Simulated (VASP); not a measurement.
# MgO (P6_3mc) in VASP: notebook, part 2 of 2

VASP 6.6.1. Earlier steps stand in the parts before.

### 4 Single point, PBE

The input, INCAR:

```
SYSTEM = MgO
  PREC = Accurate
  ENCUT = 520
  EDIFF = 1E-7
  ISMEAR = 0
  SIGMA = 0.05
  LREAL = .FALSE.
  LASPH = .TRUE.
  NELM = 80
  ALGO = Normal
  ISIF = 2
  LWAVE = .FALSE.
  LCHARG = .TRUE.
  GGA = PE
  LELF = .TRUE.
  LVHAR = .TRUE.
  NBANDS = 16
```

The input, KPOINTS:

```
Automatic mesh
0
G
  9 9 6
  0 0 0
```

The input, POSCAR:

```
MgO
1.0
    3.1798172993      0.0000000000      0.0000000000
   -1.5899086497      2.7538025606      0.0000000000
    0.0000000000      0.0000000000      5.5672241276
Mg O
2 2
Direct
    0.3333333333      0.6666666667      0.0063188013
    0.6666666667      0.3333333333      0.5063188013
    0.3333333333      0.6666666667      0.3982811987
    0.6666666667      0.3333333333      0.8982811987
```

Potentials or basis: VASP PAW PBE potentials, release 64 (Mg, O).

Started as:

```
cat potpaw_PBE.64/Mg/POTCAR potpaw_PBE.64/O/POTCAR > POTCAR
mpirun -np 1 vasp_std > vasp.out
```

OUTCAR:

```text
SYSTEM = MgO
   PREC = Accurate
   ENCUT = 520
   EDIFF = 1E-7
   ISMEAR = 0
   LREAL = .FALSE.
   LASPH = .TRUE.
   NELM = 80
   ISIF = 2
   GGA = PE

 ion  position               nearest neighbor table
   1  0.333  0.667  0.006-   4 1.93   4 1.93   4 1.93   3 2.18   2 3.33   2 3.33   2 3.33   2 3.33
                             2 3.33   2 3.33
   2  0.667  0.333  0.506-   3 1.93   3 1.93   3 1.93   4 2.18   1 3.33   1 3.33   1 3.33   1 3.33
                             1 3.33   1 3.33
   3  0.333  0.667  0.398-   2 1.93   2 1.93   2 1.93   1 2.18
   4  0.667  0.333  0.898-   1 1.93   1 1.93   1 1.93   2 2.18

  LATTYP: Found a hexagonal cell.
 ALAT       =     3.1798172993
 C/A-ratio  =     1.7508000000

  Lattice vectors:

 A1 = (   3.1798172993,   0.0000000000,   0.0000000000)
 A2 = (  -1.5899086497,   2.7538025606,   0.0000000000)
 A3 = (   0.0000000000,   0.0000000000,   5.5672241276)

Analysis of symmetry for initial positions (statically):
=====================================================================
 Subroutine PRICEL returns:
 Original cell was already a primitive cell.

 Routine SETGRP: Setting up the symmetry group for a
 hexagonal supercell.

 Subroutine GETGRP returns: Found 12 space group operations
 (whereof  6 operations were pure point group operations)
 out of a pool of 24 trial point group operations.

The static configuration has the point symmetry C_3v.
 The point group associated with its full space group is C_6v.

Analysis of symmetry for dynamics (positions and initial velocities):
=====================================================================
 Subroutine PRICEL returns:
 Original cell was already a primitive cell.

 Routine SETGRP: Setting up the symmetry group for a
 hexagonal supercell.

 Subroutine GETGRP returns: Found 12 space group operations
 (whereof  6 operations were pure point group operations)
 out of a pool of 24 trial point group operations.

The dynamic configuration has the point symmetry C_3v.
[... 127 lines left out ...]
  Thomas-Fermi vector in A             =   2.265943
   LORBIT       =      0    0 simple, 1 ext, 2 COOP (PROOUT), +10 PAW based schemes
   GGA     = PE    functional components
   LHFCALC =     F    Hartree Fock is set to
   AEXX    =    0.0000 exact exchange contribution
   IVDW    =     0    specifies the selected vdW correction
   LEPSILON=     F    determine dielectric tensor
   LRPA    =     F    only Hartree local field effects (RPA)
 non-spin polarized calculation
 Gauss-broadening in eV      SIGMA  =   0.05
  energy-cutoff  :      520.00
  volume of cell :       48.75
 maximum number of plane-waves:      1326
 NGX is ok and might be reduce to    24
   NGX = 11   NGY = 11   NGZ = 21

 number of electron      16.0000002 magnetization

 Free energy of the ion-electron system (eV)
  ---------------------------------------------------
  ext. energy  EPLUGINS =         0.00000000
  ---------------------------------------------------
  free energy    TOTEN  =       -23.24853398 eV

  energy without entropy =      -23.24853398  energy(sigma->0) =      -23.24853398

 E-fermi :   0.9351     XC(G=0):  -9.5921

 val. band max:        0.6542848107   @ k =   0.0000   0.0000   0.0000
 cond. band min:       4.1802098451   @ k =   0.0000   0.0000   0.0000
 fundamental gap:      3.5259250344
 Fermi energy:         0.9351458435

 k-point     1 :       0.0000    0.0000    0.0000
  band No.  band energies     occupation
      1     -15.2121      2.00000
      2     -14.6787      2.00000
      3      -2.4265      2.00000
      4       0.5012      2.00000
      5       0.5012      2.00000
      6       0.6060      2.00000
[... 433 lines left out ...]
      3      -1.5396      2.00000
      4      -1.0888      2.00000
      5      -1.0888      2.00000
      6      -0.7076      2.00000
[... 8 lines left out ...]
     15      14.2947      0.00000
     16      18.5364      0.00000

 [... further k-points ...]

------------------------ aborting loop because EDIFF is reached ----------------------------------------

  FORCE on cell =-STRESS in cart. coord.  units (eV):
  Direction    XX          YY          ZZ          XY          YZ          ZX
  --------------------------------------------------------------------------------------
  -------------------------------------------------------------------------------------
  Total        3.1635844      3.1635844     -3.5789873     -0.0000000     -0.0000000      0.0000000
  in kB      103.9719856    103.9719856   -117.6243034     -0.0000000     -0.0000000      0.0000000
  external PRESSURE =      30.1065559 kB  Pullay stress =       0.0000000 kB

 VOLUME and BASIS-vectors are now :
 -----------------------------------------------------------------------------
  energy-cutoff  :      520.00
  volume of cell :       48.75
      direct lattice vectors                 reciprocal lattice vectors
     3.179817299  0.000000000  0.000000000     0.314483477  0.181567120  0.000000000
    -1.589908650  2.753802561  0.000000000     0.000000000  0.363134240  0.000000000
     0.000000000  0.000000000  5.567224128     0.000000000  0.000000000  0.179622731

 POSITION                                       TOTAL-FORCE (eV/Angst)
 -----------------------------------------------------------------------------------
     -0.00000      1.83587      0.03518        -0.000000      0.000000      0.744193
      1.58991      0.91793      2.81879         0.000000      0.000000      0.744193
     -0.00000      1.83587      2.21732         0.000000     -0.000000     -0.744193
      1.58991      0.91793      5.00093        -0.000000      0.000000     -0.744193
 -----------------------------------------------------------------------------------
    total drift:                               -0.000000      0.000000     -0.000168

  FREE ENERGIE OF THE ION-ELECTRON SYSTEM (eV)
  ---------------------------------------------------
  free  energy   TOTEN  =       -23.2485339807 eV

  energy  without entropy=      -23.2485339807  energy(sigma->0) =      -23.24853398
```

Wall time 41 s (1 thread of Intel Xeon 8259CL, shared host); peak memory 0.18 GiB.

Results:

- Free energy: -23.2485 eV
- Pressure: 3.0 GPa
- Largest force: 0.744 eV/Å
- Band gap on the k mesh: 3.53 eV

Forces on the atoms (eV/Å):
```
Mg   0.000  0.000  0.744
Mg   0.000  0.000  0.744
O    0.000  0.000 -0.744
O    0.000  0.000 -0.744
```

Stress tensor (GPa, compression positive):
```
 10.40   0.00   0.00
  0.00  10.40   0.00
  0.00   0.00 -11.76
```

Caveat: the cell stands under pressure; an odd mesh through Γ misses points on the zone boundary, where band edges can lie.

### 5 Single point, PBE

The input, INCAR:

```
SYSTEM = MgO
  PREC = Accurate
  ENCUT = 520
  EDIFF = 1E-7
  ISMEAR = 0
  SIGMA = 0.05
  LREAL = .FALSE.
  LASPH = .TRUE.
  NELM = 60
  ALGO = Normal
  ISIF = 2
  LWAVE = .FALSE.
  LCHARG = .FALSE.
  GGA = PE
  NBANDS = 16
```

KPOINTS is that of step 4.

POSCAR: that of step 4 with these lines changed.

```diff
@@ -8,4 +8,4 @@
 Direct
-    0.3333333333      0.6666666667      0.0063188013
-    0.6666666667      0.3333333333      0.5063188013
+    0.3333333333      0.6666666667      0.0258441501
+    0.6666666667      0.3333333333      0.5258441501
     0.3333333333      0.6666666667      0.3982811987
```

Started as:

```
cat potpaw_PBE.64/Mg/POTCAR potpaw_PBE.64/O/POTCAR > POTCAR
mpirun -np 1 vasp_std > vasp.out
```

Wall time 40 s (1 thread of Intel Xeon 8259CL, shared host); peak memory 0.18 GiB.

The run converged. Its results:

* Free energy: -23.3607 eV
* Pressure: 0.7 GPa
* Largest force: 0.237 eV/Å
* Band gap on the k mesh: 3.40 eV

Forces in eV/Å, atoms in the order of the input:
```
Mg   0.000  0.000  0.237
Mg   0.000  0.000  0.237
O    0.000  0.000 -0.237
O    0.000  0.000 -0.237
```

Stress tensor (GPa, compression positive):
```
  6.45   0.00   0.00
  0.00   6.45   0.00
  0.00   0.00 -10.90
```

Levels at points of the mesh, in eV from the valence-band top:
```csv
k point,band 5,band 6,band 7,band 8,band 9,band 10,band 11,band 12
"(0.00, 0.00, 0.00)",-0.14,-0.14,0.00,0.00,3.40,8.61,9.25,15.28
"(0.00, 0.00, 0.50)",-0.07,-0.07,-0.07,-0.07,5.75,5.75,12.18,12.18
```

Caveat: an odd mesh through Γ misses points on the zone boundary, where band edges can lie.

### 6 Single point, PBE

The input, INCAR:

```
ALGO = Normal
EDIFF = 1E-6
ENCUT = 520
GGA = PE
ISIF = 2
ISMEAR = 0
LASPH = True
LCHARG = True
LELF = True
LREAL = False
LVHAR = True
LWAVE = False
NBANDS = 16
NELM = 60
PREC = Accurate
SIGMA = 0.05
```

The input, KPOINTS:

```
k-points
0
Gamma
  9 9 6
```

POSCAR: that of step 5 with these lines changed.

```diff
@@ -8,4 +8,4 @@
 Direct
-    0.3333333333      0.6666666667      0.0258441501
-    0.6666666667      0.3333333333      0.5258441501
+    0.3333333333      0.6666666667     -0.0132065475
+    0.6666666667      0.3333333333      0.4867934525
     0.3333333333      0.6666666667      0.3982811987
```

Potentials or basis: VASP PAW PBE potentials, release 64 (Mg, O).

Started as:

```
cat potpaw_PBE.64/Mg/POTCAR potpaw_PBE.64/O/POTCAR > POTCAR
mpirun -np 1 vasp_std > vasp.out
```

Run time: 44 s. Hardware: 1 thread of Intel Xeon 8259CL, shared host; peak memory 0.18 GiB.

The run converged. Its results:

- Free energy: -23.0563 eV
- Pressure: 6.1 GPa
- Largest force: 0.985 eV/Å
- Band gap on the k mesh: 3.44 eV

Forces on the atoms (eV/Å):
```
Mg   0.000  0.000  0.985
Mg   0.000  0.000  0.985
O    0.000  0.000 -0.985
O    0.000  0.000 -0.985
```

Stress tensor (GPa, compression positive):
```
 14.71   0.00   0.00
  0.00  14.71   0.00
  0.00   0.00 -11.21
```

Levels at points of the mesh, in eV from the valence-band top:
```
           k point  band 5  band 6  band 7  band 8  band 9  band 10  band 11  band 12
(0.00, 0.00, 0.00)   -0.35   -0.19   -0.19    0.00    3.44     8.90     9.36    15.00
(0.00, 0.00, 0.50)   -0.27   -0.27   -0.27   -0.27    5.90     5.90    12.30    12.30
```

Caveat: the cell stands under pressure; an odd mesh through Γ misses points on the zone boundary, where band edges can lie.

### 7 Overview

| cell | gap on the mesh (eV) | pressure (GPa) | largest force (eV/Å) |
| --- | --- | --- | --- |
| a = 3.180, b = 3.180, c = 5.567 Å, angles 90.0, 90.0, 120.0°, 4 atoms, atomic positions A | 3.37 | 7.7 | 1.02 |
| a = 3.571, b = 3.571, c = 4.414 Å, angles 90.0, 90.0, 120.0°, 4 atoms, atomic positions B | 3.09 | 1.1 | 2.43 |
| a = 3.180, b = 3.180, c = 5.567 Å, angles 90.0, 90.0, 120.0°, 4 atoms, atomic positions C | 3.53 | 3.0 | 0.74 |
| a = 3.180, b = 3.180, c = 5.567 Å, angles 90.0, 90.0, 120.0°, 4 atoms, atomic positions D | 3.40 | 0.7 | 0.24 |
| a = 3.180, b = 3.180, c = 5.567 Å, angles 90.0, 90.0, 120.0°, 4 atoms, atomic positions B | 3.44 | 6.1 | 0.98 |

Alike in all rows: task single point; level PBE; potentials or basis VASP PAW PBE potentials, release 64 (Mg, O); no spin polarisation; k mesh 9 × 9 × 6; cutoff (eV) 520; smearing gaussian 0.05 eV.

Caveats: an odd mesh through Γ misses points on the zone boundary, where band edges can lie; the cell stands under pressure (at least some runs); forces of over 1 eV/Å act on the atoms, so gaps and moduli don't describe the material at rest (at least some runs).

Total energies depend on the potentials used, so only differences within one code and one set of settings carry meaning.
